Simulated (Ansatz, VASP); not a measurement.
# TiCo3: VASP beside Ansatz

```xyz
4
Lattice="3.5282 0.0000 0.0000 0.0000 3.5282 0.0000 0.0000 0.0000 3.5282" Properties=species:S:1:pos:R:3 pbc="T T T"
Ti    0.0000    0.0000    0.0000
Co    0.0000    1.7641    1.7641
Co    1.7641    0.0000    1.7641
Co    1.7641    1.7641    0.0000
```

Alike in both runs: task single point; functional PBEsol; k mesh 14 × 14 × 14; occupations gaussian, width 0.15 eV; collinear spin.

|  | VASP | Ansatz |
| --- | --- | --- |
| version | VASP 6.6.1 | Ansatz 0.2.0 |
| potentials or method | VASP PAW PBE potentials, release 64 (Ti_sv, Co), cutoff 520 eV | scalar-relativistic, plane waves, PAW |
| valence electrons in the cell | 39 | 63 |

Ansatz gave:

```
gap on the k mesh at the Fermi level (eV)                     : none
pressure (GPa)                                                : -0.1
net moment per atom (μB)                                      : 0.13
size of the moment on the site where the two differ most (μB) : 0.21
```

Q: Which values does VASP return?

A: gap on the k mesh at the Fermi level (eV): none; pressure (GPa): -0.8; net moment per atom (μB): 0.12; size of the moment on the site where the two differ most (μB): 0.19.

VASP's potentials were made for PBE, not for PBEsol. Site moments also hang on the region over which each program counts them. A gap of «none» marks a metal or a gap that the smearing closes. The functional is the same, so the differences come from potentials, cutoffs and numerics. VASP's potentials hold 39 valence electrons a cell and Ansatz's 63, so a difference there can come from the potentials and not from the codes.
